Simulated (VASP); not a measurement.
# SiC20 in VASP: further runs

The runs below take SiC20 through single point, with PBE.

Everything below comes from runs of VASP 6.6.1. Logs are shortened: lines on timing, memory, paths and dates and some standing lists are left out, and cuts for length are marked.

**1. The cell of the first run**

The cell holds a slab with vacuum, 21 atoms: a = 5.051 Å, b = 3.572 Å, c = 20.379 Å, α = 90.00°, β = 90.00°, γ = 90.00°.

**2. Single point, PBE, collinear spin**

INCAR reads:

```
ALGO = Normal ; DIPOL = 0.5 0.5 0.329
EDIFF = 1E-6 ; ENCUT = 520
GGA = PE ; IDIPOL = 3
ISIF = 2 ; ISMEAR = 0
ISPIN = 2 ; LASPH = T
LCHARG = T ; LDIPOL = T
LELF = T ; LORBIT = 11
LREAL = Auto ; LVACPOTAV = T
LVHAR = T ; LWAVE = F
MAGMOM = 0 0 0 0 0 0 0 0 0 0 0 0 0 0 0 0 0 0 0 0 2 ; NBANDS = 62
NELM = 150 ; PREC = Accurate
SIGMA = 0.05
```

KPOINTS reads:

```
k-points
0
Gamma
  5 8 1
```

POSCAR reads:

```
SiC20
1.0
    5.0509324483      0.0000000000      0.0000000000
    0.0000000000      3.5715485855      0.0000000000
    0.0000000000      0.0000000000     20.3790411838
C Si
20 1
Direct
    0.2500000000      0.0000000000      0.1962800882
    0.7500000000      0.0000000000      0.1962800882
    0.0000000000      0.2500000000      0.1962800882
    0.5000000000      0.2500000000      0.1962800882
    0.0000000000      0.5000000000      0.2582424298
    0.5000000000      0.5000000000      0.2582424298
    0.2500000000      0.7500000000      0.2582424298
    0.7500000000      0.7500000000      0.2582424298
    0.2500000000      0.0024640196      0.3199149154
    0.7500000000      0.0024640196      0.3199149154
    0.0000000000      0.2475359804      0.3199149154
    0.5000000000      0.2475359804      0.3199149154
    0.0000000000      0.5097084332      0.3835991953
    0.5000000000      0.5097084332      0.3835991953
    0.2500000000      0.7402915668      0.3835991953
    0.7500000000      0.7402915668      0.3835991953
    0.2500000000      0.0294931910      0.4356947466
    0.7500000000      0.0294931910      0.4356947466
    0.0000000000      0.2205068090      0.4356947466
    0.5000000000      0.2205068090      0.4356947466
    0.2500000000      0.0294931910      0.5287884282
```

Potentials or basis: VASP PAW PBE potentials, release 64 (C, Si).

Started as:

```
cat potpaw_PBE.64/C/POTCAR potpaw_PBE.64/Si/POTCAR > POTCAR
mpirun -np 1 vasp_std > vasp.out
```

OUTCAR:

```text
EDIFF = 1E-6
   ENCUT = 520
   GGA = PE
   ISIF = 2
   ISMEAR = 0
   ISPIN = 2
   LASPH = T
   LORBIT = 11
   LREAL = Auto
   NELM = 150
   PREC = Accurate

 ion  position               nearest neighbor table
   1  0.250  0.000  0.196-   7 1.55   4 1.55   3 1.55
   2  0.750  0.000  0.196-   8 1.55   4 1.55   3 1.55
   3  0.000  0.250  0.196-   5 1.55   2 1.55   1 1.55
   4  0.500  0.250  0.196-   6 1.55   2 1.55   1 1.55
   5  0.000  0.500  0.258-   3 1.55   7 1.55   8 1.55  11 1.55
   6  0.500  0.500  0.258-   4 1.55   7 1.55   8 1.55  12 1.55
   7  0.250  0.750  0.258-   1 1.55   5 1.55   6 1.55   9 1.55
   8  0.750  0.750  0.258-   2 1.55   5 1.55   6 1.55  10 1.55
   9  0.250  0.002  0.320-  11 1.54  12 1.54   7 1.55  15 1.60
  10  0.750  0.002  0.320-  11 1.54  12 1.54   8 1.55  16 1.60
  11  0.000  0.248  0.320-   9 1.54  10 1.54   5 1.55  13 1.60
  12  0.500  0.248  0.320-   9 1.54  10 1.54   6 1.55  14 1.60
  13  0.000  0.510  0.384-  19 1.48  16 1.51  15 1.51  11 1.60
  14  0.500  0.510  0.384-  20 1.48  16 1.51  15 1.51  12 1.60
  15  0.250  0.740  0.384-  17 1.48  14 1.51  13 1.51   9 1.60
  16  0.750  0.740  0.384-  18 1.48  14 1.51  13 1.51  10 1.60
  17  0.250  0.029  0.436-  19 1.44  20 1.44  15 1.48  21 1.90
  18  0.750  0.029  0.436-  19 1.44  20 1.44  16 1.48
  19  0.000  0.221  0.436-  17 1.44  18 1.44  13 1.48  21 2.38
  20  0.500  0.221  0.436-  17 1.44  18 1.44  14 1.48  21 2.38
  21  0.250  0.029  0.529-  17 1.90  19 2.38  20 2.38

  LATTYP: Found a simple orthorhombic cell.
 ALAT       =     3.5715485855
 B/A-ratio  =     1.4142135624
 C/A-ratio  =     5.7059397894

  Lattice vectors:

 A1 = (   0.0000000000,  -3.5715485855,   0.0000000000)
 A2 = (   5.0509324483,   0.0000000000,   0.0000000000)
 A3 = (   0.0000000000,   0.0000000000,  20.3790411838)

Analysis of symmetry for initial positions (statically):
=====================================================================
 Subroutine PRICEL returns:
 Original cell was already a primitive cell.

 Routine SETGRP: Setting up the symmetry group for a
 simple orthorhombic supercell.

 Subroutine GETGRP returns: Found  2 space group operations
 (whereof  1 operations were pure point group operations)
 out of a pool of  8 trial point group operations.

The static configuration has the point symmetry C_1 .
 The point group associated with its full space group is C_1h.

Analysis of symmetry for dynamics (positions and initial velocities):
=====================================================================
 Subroutine PRICEL returns:
 Original cell was already a primitive cell.

[... 200 lines left out ...]
  free energy    TOTEN  =      -173.42641324 eV

  energy without entropy =     -173.42483951  energy(sigma->0) =     -173.42562637

 E-fermi :   0.1950     XC(G=0):  -5.6182

 val. band max:        0.1507924558   @ k =   0.2000   0.3750   0.0000
 cond. band min:       0.2232894153   @ k =   0.0000   0.2500   0.0000
 fundamental gap:      0.0724969596
 Fermi energy:         0.1949610934

 spin component 1

 k-point     1 :       0.0000    0.0000    0.0000
  band No.  band energies     occupation
      1     -21.3640      1.00000
      2     -19.5767      1.00000
      3     -16.9732      1.00000
      4     -16.9641      1.00000
      5     -16.6439      1.00000
      6     -15.2810      1.00000
[... 844 lines left out ...]
     53       7.8111      0.00000
     54       8.0020      0.00000
 Fermi energy:         0.1949610934

 spin component 2

 k-point     1 :       0.0000    0.0000    0.0000
  band No.  band energies     occupation
      1     -21.3574      1.00000
      2     -19.5685      1.00000
      3     -16.9852      1.00000
      4     -16.9379      1.00000
      5     -16.6346      1.00000
      6     -15.3139      1.00000
[... 844 lines left out ...]
     53       7.8236      0.00000
     54       8.0058      0.00000
 [bands above 54 left out]

------------------------ aborting loop because EDIFF is reached ----------------------------------------

  FORCE on cell =-STRESS in cart. coord.  units (eV):
  Direction    XX          YY          ZZ          XY          YZ          ZX
  --------------------------------------------------------------------------------------
  -------------------------------------------------------------------------------------
  Total       -5.2593470     10.3939389     -1.5521198      0.0000000      0.6915025      0.0000000
  in kB      -22.9208404     45.2979837     -6.7643168      0.0000000      3.0136477      0.0000000
  external PRESSURE =       5.2042755 kB  Pullay stress =       0.0000000 kB

 VOLUME and BASIS-vectors are now :
 -----------------------------------------------------------------------------
  energy-cutoff  :      520.00
  volume of cell :      367.63
      direct lattice vectors                 reciprocal lattice vectors
     5.050932448  0.000000000  0.000000000     0.197983246  0.000000000  0.000000000
     0.000000000  3.571548585  0.000000000     0.000000000  0.279990591  0.000000000
     0.000000000  0.000000000 20.379041184     0.000000000  0.000000000  0.049070022

 POSITION                                       TOTAL-FORCE (eV/Angst)
 -----------------------------------------------------------------------------------
      1.26273      0.00000      4.00000         0.000000      4.063843      0.952308
      3.78820      0.00000      4.00000         0.000000      4.001950      0.966994
      0.00000      0.89289      4.00000         0.028481     -4.050114      0.971967
      2.52547      0.89289      4.00000        -0.028481     -4.050114      0.971967
      0.00000      1.78577      5.26273         0.006371      0.928738     -1.019709
      2.52547      1.78577      5.26273        -0.006371      0.928738     -1.019709
[... 13 lines left out ...]
      2.52547      0.78755      8.87904         0.533263      1.401779      0.973921
      1.26273      0.10534     10.77620         0.000000      0.387524     -0.005007
 -----------------------------------------------------------------------------------
    total drift:                                0.000000      0.001851     -0.026738

  FREE ENERGIE OF THE ION-ELECTRON SYSTEM (eV)
  ---------------------------------------------------
  free  energy   TOTEN  =      -173.4264132391 eV

  energy  without entropy=     -173.4248395109  energy(sigma->0) =     -173.42562637

 vacuum level on the upper side and lower side of the slab         4.777         5.746

 total charge

# of ion       s       p       d       tot
------------------------------------------
    1        0.835   1.583   0.000   2.417
    2        0.835   1.581   0.000   2.416
    3        0.835   1.582   0.000   2.416
    4        0.835   1.582   0.000   2.416
    5        0.833   1.710   0.000   2.543
    6        0.833   1.710   0.000   2.543
[... 13 lines left out ...]
   20        0.849   1.768   0.000   2.617
   21        0.923   0.620   0.000   1.543
--------------------------------------------------
tot         17.705  34.859   0.000  52.564

 magnetization (x)

# of ion       s       p       d       tot
------------------------------------------
    1       -0.050  -0.295   0.000  -0.345
    2       -0.049  -0.289   0.000  -0.338
    3        0.050   0.296   0.000   0.347
    4        0.050   0.296   0.000   0.347
    5       -0.008  -0.033   0.000  -0.041
    6       -0.008  -0.033   0.000  -0.041
[... 13 lines left out ...]
   20        0.001   0.004   0.000   0.005
   21        0.000   0.005   0.000   0.005
--------------------------------------------------
tot          0.011   0.067   0.000   0.078
```

stdout:

```text
POSCAR found type information on POSCAR C Si
 POSCAR found :  2 types and      21 ions
 scaLAPACK will be used
 LDA part: xc-table for (Slater+PW92), standard interpolation
 POSCAR, INCAR and KPOINTS ok, starting setup
 FFT: planning ... GRIDC
 FFT: planning ... GRID_SOFT
 FFT: planning ... GRID
 WAVECAR not read
 entering main loop
 -----------------------------------------------------------------------------
|                                                                             |
|           W    W    AA    RRRRR   N    N  II  N    N   GGGG   !!!           |
|           W    W   A  A   R    R  NN   N  II  NN   N  G    G  !!!           |
|           W    W  A    A  R    R  N N  N  II  N N  N  G       !!!           |
|           W WW W  AAAAAA  RRRRR   N  N N  II  N  N N  G  GGG   !            |
|           WW  WW  A    A  R   R   N   NN  II  N   NN  G    G                |
|           W    W  A    A  R    R  N    N  II  N    N   GGGG   !!!           |
|                                                                             |
|     Did not find any points to average over, which means that no vacuum     |
|     field-free region was found. Please increase the size of  your cell     |
|     in the dimension of the dipole correction to obtain accurate            |
|     workfunction values.                                                    |
|                                                                             |
 -----------------------------------------------------------------------------
```

Run time: 34 min. Hardware: 1 thread of Oxide Virtual Turin-like, shared host; peak memory 0.76 GiB.

What came out:

| Quantity | Value |
| --- | --- |
| Free energy | -173.4264 eV |
| Largest force | 4.174 eV/Å |
| Net moment | 0.15 μB per cell |
| Site moments | C -0.34, +0.35, -0.04, +0.04, -0.02, +0.02, +0.00, -0.00, +0.01 (each value once); Si +0.01 μB |
| Valence electrons inside the program's atomic spheres | C 2.42, 2.54, 2.56, 2.60, 2.71, 2.62 (each value once); Si 1.54 |

Forces in eV/Å, atoms in the order of the input:
```
C    0.000  4.064  0.952
C    0.000  4.002  0.967
C    0.028 -4.050  0.972
C   -0.028 -4.050  0.972
C    0.006  0.929 -1.020
C   -0.006  0.929 -1.020
C    0.000 -0.848 -1.070
C    0.000 -0.945 -1.037
C    0.000 -0.461  0.074
C    0.000  0.065  0.057
C    0.016  0.124  0.049
C   -0.016  0.124  0.049
C   -0.056 -0.074 -0.481
C    0.056 -0.074 -0.481
C    0.000  0.386 -1.558
C    0.000  0.065 -0.335
C    0.000 -2.893  0.413
C    0.000 -0.482  0.553
C   -0.533  1.402  0.974
C    0.533  1.402  0.974
Si   0.000  0.388 -0.005
```

Levels at points of the mesh, in eV from the Fermi level:
Spin up:
```
           k point  band 40  band 41  band 42  band 43  band 44  band 45
(0.00, 0.00, 0.00)    -1.21    -0.96    -0.14     0.54     1.02     2.22
(0.00, 0.50, 0.00)    -1.07    -0.96    -0.54    -0.52     0.47     0.98
```
Spin down:
```
           k point  band 38  band 39  band 40  band 41  band 42  band 43  band 44  band 45  band 46  band 47
(0.00, 0.00, 0.00)    -1.86    -1.51    -1.18    -0.95    -0.14     0.54     1.10     2.25     2.46     3.66
(0.00, 0.50, 0.00)    -1.96    -1.18    -0.91    -0.82    -0.80    -0.27     0.48     0.97     1.75     2.56
```

**3. Single point, PBE, collinear spin**

INCAR reads:

```
SYSTEM = SiC20
  PREC = Accurate
  ENCUT = 520
  EDIFF = 1E-6
  ISMEAR = 0
  SIGMA = 0.05
  LREAL = Auto
  LASPH = .TRUE.
  NELM = 150
  ALGO = Normal
  ISIF = 2
  LWAVE = .FALSE.
  LCHARG = .FALSE.
  ISPIN = 2
  MAGMOM = 0 0 0 0 0 0 0 0 0 0 0 0 0 0 0 0 0 0 0 0 2
  LORBIT = 11
  LDIPOL = .TRUE.
  IDIPOL = 3
  DIPOL = 0.5 0.5 0.328
  GGA = PE
  NBANDS = 62
```

KPOINTS reads:

```
regular mesh
0
G
  5 8 1
  0 0 0
```

POSCAR, as its differences from that of step 2:

```diff
@@ -28,2 +28,2 @@
     0.5000000000      0.2205068090      0.4356947466
-    0.2500000000      0.0294931910      0.5287884282
+    0.2500000000      0.5294931910      0.5063200221
```

Potentials or basis: VASP PAW PBE potentials, release 64 (C, Si).

Started as:

```
cat potpaw_PBE.64/C/POTCAR potpaw_PBE.64/Si/POTCAR > POTCAR
mpirun -np 1 vasp_std > vasp.out
```

Wall time 35 min (1 thread of Oxide Virtual Turin-like, shared host); peak memory 0.76 GiB.

It converged, with:

* Free energy: -173.4535 eV
* Largest force: 5.062 eV/Å
* Net moment: -0.28 μB per cell
* Site moments: C -0.16, +0.03, -0.03, -0.01, +0.01, +0.00, -0.00 (each value once); Si +0.01 μB
* Valence electrons inside the program's atomic spheres: C 2.41, 2.54, 2.56, 2.55, 2.60, 2.61, 2.66, 2.64 (each value once); Si 1.52

Forces on the atoms (eV/Å):
```
C    0.000  4.451  1.111
C    0.000  4.416  1.091
C   -0.051 -4.415  1.093
C    0.051 -4.415  1.093
C    0.029  0.897 -1.267
C   -0.029  0.897 -1.267
C    0.000 -0.907 -1.192
C    0.000 -0.993 -1.191
C    0.000 -0.343 -0.153
C    0.000  0.204 -0.079
C    0.006  0.213 -0.030
C   -0.006  0.213 -0.030
C   -0.105 -0.611 -1.951
C    0.105 -0.611 -1.951
C    0.000  0.752 -2.527
C    0.000  0.392  0.013
C    0.000 -4.921  1.183
C    0.000 -0.674  0.909
C    0.246  2.540  2.527
C   -0.246  2.540  2.527
Si   0.000  0.376  0.093
```

Levels at points of the mesh, in eV from the Fermi level:
Spin up:
```csv
k point,band 39,band 40,band 41,band 42,band 43,band 44,band 45,band 46
"(0.00, 0.00, 0.00)",-1.34,-0.87,-0.29,-0.18,-0.05,0.50,2.36,3.08
"(0.00, 0.50, 0.00)",-1.82,-0.66,-0.55,0.12,0.22,0.49,0.53,2.40
```
Spin down:
```csv
k point,band 38,band 39,band 40,band 41,band 42,band 43,band 44,band 45,band 46,band 47
"(0.00, 0.00, 0.00)",-1.52,-1.32,-0.91,-0.39,-0.35,-0.27,0.47,2.19,3.10,3.19
"(0.00, 0.50, 0.00)",-2.11,-1.82,-0.75,-0.53,-0.10,0.06,0.16,0.58,2.41,3.35
```

**4. Single point, PBE, collinear spin**

INCAR reads:

```
SYSTEM = SiC20
PREC = Accurate ; ENCUT = 520
EDIFF = 1E-6 ; ISMEAR = 0
SIGMA = 0.05 ; LREAL = Auto
LASPH = .TRUE. ; NELM = 150
ALGO = Fast ; ISIF = 2
LWAVE = .FALSE. ; LCHARG = .TRUE.
ISPIN = 2 ; MAGMOM = 0 0 0 0 0 0 0 0 0 0 0 0 0 0 0 0 0 0 0 0 2
LORBIT = 11 ; LDIPOL = .TRUE.
IDIPOL = 3 ; DIPOL = 0.5 0.5 0.328
GGA = PE ; LELF = .TRUE.
LVHAR = .TRUE. ; LVACPOTAV = .TRUE.
NBANDS = 62
```

KPOINTS is that of step 3.

POSCAR, as its differences from that of step 3:

```diff
@@ -28,2 +28,2 @@
     0.5000000000      0.2205068090      0.4356947466
-    0.2500000000      0.5294931910      0.5063200221
+    0.2500000000      0.6961598576      0.5123536869
```

Potentials or basis: VASP PAW PBE potentials, release 64 (C, Si).

Started as:

```
cat potpaw_PBE.64/C/POTCAR potpaw_PBE.64/Si/POTCAR > POTCAR
mpirun -np 1 vasp_std > vasp.out
```

OUTCAR:

```text
SYSTEM = SiC20
   PREC = Accurate
   ENCUT = 520
   EDIFF = 1E-6
   ISMEAR = 0
   LREAL = Auto
   LASPH = .TRUE.
   NELM = 150
   ISIF = 2
   ISPIN = 2
   LORBIT = 11
   GGA = PE

 ion  position               nearest neighbor table
   1  0.250  0.000  0.196-   7 1.55   4 1.55   3 1.55
   2  0.750  0.000  0.196-   8 1.55   4 1.55   3 1.55
   3  0.000  0.250  0.196-   5 1.55   2 1.55   1 1.55
   4  0.500  0.250  0.196-   6 1.55   2 1.55   1 1.55
   5  0.000  0.500  0.258-   3 1.55   7 1.55   8 1.55  11 1.55
   6  0.500  0.500  0.258-   4 1.55   7 1.55   8 1.55  12 1.55
   7  0.250  0.750  0.258-   1 1.55   5 1.55   6 1.55   9 1.55
   8  0.750  0.750  0.258-   2 1.55   5 1.55   6 1.55  10 1.55
   9  0.250  0.002  0.320-  11 1.54  12 1.54   7 1.55  15 1.60
  10  0.750  0.002  0.320-  11 1.54  12 1.54   8 1.55  16 1.60
  11  0.000  0.248  0.320-   9 1.54  10 1.54   5 1.55  13 1.60
  12  0.500  0.248  0.320-   9 1.54  10 1.54   6 1.55  14 1.60
[... 2012 lines left out ...]
      1.26273      2.48637     10.44128         0.000000     -1.104133     -0.006671
 -----------------------------------------------------------------------------------
    total drift:                                0.000000     -0.000818     -0.024487

  FREE ENERGIE OF THE ION-ELECTRON SYSTEM (eV)
  ---------------------------------------------------
  free  energy   TOTEN  =      -173.2103722168 eV

  energy  without entropy=     -173.2065607295  energy(sigma->0) =     -173.20846647

 vacuum level on the upper side and lower side of the slab         4.783         5.949

 total charge

# of ion       s       p       d       tot
------------------------------------------
    1        0.840   1.573   0.000   2.413
    2        0.838   1.573   0.000   2.412
    3        0.840   1.572   0.000   2.411
    4        0.840   1.572   0.000   2.411
    5        0.835   1.701   0.000   2.536
    6        0.835   1.701   0.000   2.536
[... 13 lines left out ...]
   20        0.850   1.766   0.000   2.616
   21        0.919   0.613   0.000   1.532
--------------------------------------------------
tot         17.752  34.752   0.000  52.503

 magnetization (x)

# of ion       s       p       d       tot
------------------------------------------
    1       -0.019  -0.124   0.000  -0.143
    2        0.020   0.131   0.000   0.150
    3        0.002   0.012   0.000   0.014
    4        0.002   0.012   0.000   0.014
    5        0.000   0.000   0.000   0.000
    6        0.000   0.000   0.000   0.000
[... 13 lines left out ...]
   20       -0.000  -0.002   0.000  -0.002
   21       -0.000   0.006   0.000   0.006
--------------------------------------------------
tot          0.005   0.036   0.000   0.041
```

Run time: 65 min. Hardware: 1 thread of Oxide Virtual Turin-like, shared host; peak memory 0.77 GiB.

What came out:

```
Free energy                                           : -173.2104 eV
Largest force                                         : 4.668 eV/Å
Net moment                                            : 0.08 μB per cell
Site moments                                          : C -0.14, +0.15, +0.01, +0.00, -0.01, -0.00 (each value once); Si +0.01 μB
Valence electrons inside the program's atomic spheres : C 2.41, 2.54, 2.56, 2.55, 2.60, 2.61, 2.70, 2.62 (each value once); Si 1.53
```

Forces on the atoms (eV/Å):
```
C    0.000  4.524  1.150
C    0.000  4.427  1.000
C   -0.008 -4.431  1.191
C    0.008 -4.431  1.191
C    0.017  0.925 -1.331
C   -0.017  0.925 -1.331
C    0.000 -0.883 -1.216
C    0.000 -0.966 -1.053
C    0.000 -0.441 -0.180
C    0.000  0.162 -0.047
C    0.009  0.131 -0.023
C   -0.009  0.131 -0.023
C   -0.098 -0.576 -1.352
C    0.098 -0.576 -1.352
C    0.000  0.886 -2.850
C    0.000  0.214 -0.162
C    0.000 -3.785  1.843
C    0.000 -0.329  1.050
C   -0.300  2.598  1.751
C    0.300  2.598  1.751
Si   0.000 -1.104 -0.007
```

**5. Summary**

```tsv
cell	gap on the mesh (eV)	moment (μB)	largest force (eV/Å)
as given, atomic positions A	none	0.15	4.17
as given, atomic positions B	none	0.28	5.06
as given, atomic positions C	none	0.08	4.67
```

Alike in all rows: task single point; level PBE; potentials or basis VASP PAW PBE potentials, release 64 (C, Si); spin collinear; k mesh 5 × 8 × 1; cutoff (eV) 520; smearing gaussian 0.05 eV.

Absolute energies hang on the potentials; compare differences alone.

The gap in the log of VASP goes by the Fermi energy; the results here count the filled bands.